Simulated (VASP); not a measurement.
Here is a VASP 6.6.1 calculation.

File INCAR:

```
SYSTEM = Mg
ALGO = Normal
EDIFF = 1E-7
ENCUT = 520
GGA = PE
ISIF = 2
ISMEAR = 0
LASPH = .True.
LCHARG = .True.
LELF = .True.
LREAL = .False.
LVHAR = .True.
LWAVE = .False.
NBANDS = 7
NELM = 80
PREC = Accurate
SIGMA = 0.1
```

File KPOINTS:

```
k-points
0
Gamma
  16 16 16
  0 0 0
```

Contents of POSCAR:

```
Mg
1.0
    0.0000000000      2.2599224562      2.2599224562
    2.2599224562      0.0000000000      2.2599224562
    2.2599224562      2.2599224562      0.0000000000
Mg
1
Direct
    0.0000000000      0.0000000000      0.0000000000
```

Potentials or basis: VASP PAW PBE potentials, release 64 (Mg).

The run is started by

```sh
$ cat potpaw_PBE.64/Mg/POTCAR > POTCAR
$ mpirun -np 1 vasp_std > vasp.out
```

(1) Estimate the pressure.

(2) Estimate the band gap on the k mesh.

Results:

(1) -0.1 GPa.

(2) zero (band 1 reaches 4.04 eV, above the bottom of band 2 at 1.31 eV).
